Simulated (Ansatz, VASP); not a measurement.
# Two plane-wave programs on TaN

The input INCAR:

```
PREC = Accurate
ENCUT = 600
EDIFF = 1E-6
ISMEAR = 0
SIGMA = 0.15
LREAL = F
LASPH = T
NELM = 120
ALGO = Normal
ISIF = 2
LWAVE = F
LCHARG = F
NBANDS = 16
GGA_COMPAT = F
```

KPOINTS

```
Automatic mesh
0
Gamma
  18 18 18
```

POSCAR

```
TaN
1.0
    0.0000000000      2.2281815418      2.2281815418
    2.2281815418      0.0000000000      2.2281815418
    2.2281815418      2.2281815418      0.0000000000
Ta N
1 1
Direct
    0.5000000000      0.5000000000      0.5000000000
    0.0000000000      0.0000000000      0.0000000000
```

Input for Ansatz:

```yaml
crystal:
  lattice:
    - [0.0, 2.2281815418, 2.2281815418]
    - [2.2281815418, 0.0, 2.2281815418]
    - [2.2281815418, 2.2281815418, 0.0]
  atoms:
    - { symbol: Ta, position: [0.5, 0.5, 0.5] }
    - { symbol: "N", position: [0.0, 0.0, 0.0] }
basis:
  ecutwfc: 520.0
kpoints:
  mp_grid: { grid: [18, 18, 18] }
hamiltonian:
  xc: lda
  pseudopotentials: { kind: paw, azcp: { folder: soft_1 } }
scf:
  occupations: { method: gaussian, width: 0.15 }
output:
  forces: true
  stress: true
  eigenvalues: true
```

Change from the starting cell: mode 4 frozen in at +0.000 Å, equal normal strain along x, y and z +0.0250.

Alike in both runs: task single point; functional LDA; k mesh 18 × 18 × 18; occupations gaussian, width 0.15 eV; no spin polarisation.

|  | VASP | Ansatz |
| --- | --- | --- |
| version | VASP 6.6.1 | Ansatz 0.2.0 |
| potentials or method | VASP PAW LDA potentials, release 64 (Ta_sv_GW, N), cutoff 600 eV | scalar-relativistic, plane waves, PAW |
| valence electrons in the cell | 18 | 18 |

```tsv
	VASP	Ansatz	Ansatz less VASP
gap on the k mesh at the Fermi level (eV)	none	none	-
pressure (GPa)	-22.7	-23.7	-1.01
```

Ansatz warns that its potentials were made for another functional, while VASP's fit it. LDA's correlation is that of Perdew and Zunger in VASP and of Perdew and Wang (1992) in Ansatz. A gap of «none» marks a metal or a gap that the smearing closes.

Neither program's run includes spin-orbit coupling.
